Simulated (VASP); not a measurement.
Wanted: the native input for a VASP 6.6.1 run.

| Property | Result |
| --- | --- |
| Task | single point |
| Functional | PBE |
| Potentials or basis | VASP PAW PBE potentials, release 64 (Ba_sv, Hf_pv, O) |
| Cutoff | 520 eV |
| k mesh | 12 × 12 × 4 |
| Occupations | gaussian, width 0.1 eV |
| Spin | no spin polarisation |
| Dipole correction | no |
| Further INCAR settings | ALGO = Normal; EDIFF = 1e-06; NBANDS = 35 |

The structure of BaHf3O2 lies in POSCAR:

```
BaHf3O2
1.0
    3.1670275873      0.0000000000      0.0000000000
    0.0000000000      3.1670275873      0.0000000000
    0.0000000000      0.0000000000     10.7991277769
Ba Hf O
1 3 2
Direct
    0.0000000000      0.0000000000      0.5000000000
    0.5000000000      0.5000000000      0.7904578000
    0.5000000000      0.5000000000      0.2095422000
    0.0000000000      0.0000000000      0.0000000000
    0.0000000000      0.0000000000      0.2293869041
    0.0000000000      0.0000000000      0.7706130959
```

The cell was generated, and may not be a known phase.

One way to write it, as run:

INCAR

```
PREC = Accurate
ENCUT = 520
EDIFF = 1E-6
ISMEAR = 0
SIGMA = 0.1
LREAL = F
LASPH = T
NELM = 100
ALGO = Normal
ISIF = 2
LWAVE = F
LCHARG = T
GGA = PE
LELF = T
LVHAR = T
NBANDS = 35
```

KPOINTS

```
Automatic mesh
0
Gamma
  12 12 4
```

Potentials or basis: VASP PAW PBE potentials, release 64 (Ba_sv, Hf_pv, O).

Command:

```bash
$ cat potpaw_PBE.64/Ba_sv/POTCAR potpaw_PBE.64/Hf_pv/POTCAR potpaw_PBE.64/O/POTCAR > POTCAR
$ mpirun -np 1 vasp_std > vasp.out
```

Results of the run:

| Item | Value |
| --- | --- |
| Pressure | -0.5 GPa |
| Largest force | 0.095 eV/Å |
| Band gap on the k mesh | zero (bands 26 and 27 overlap by 2.16 eV) |

Caveat: spin-orbit coupling is left out, which moves the levels of the heavy elements.

Wall time 8.4 min on 1 thread of AMD EPYC 7R13, with other jobs on the host, peak memory 0.38 GiB.
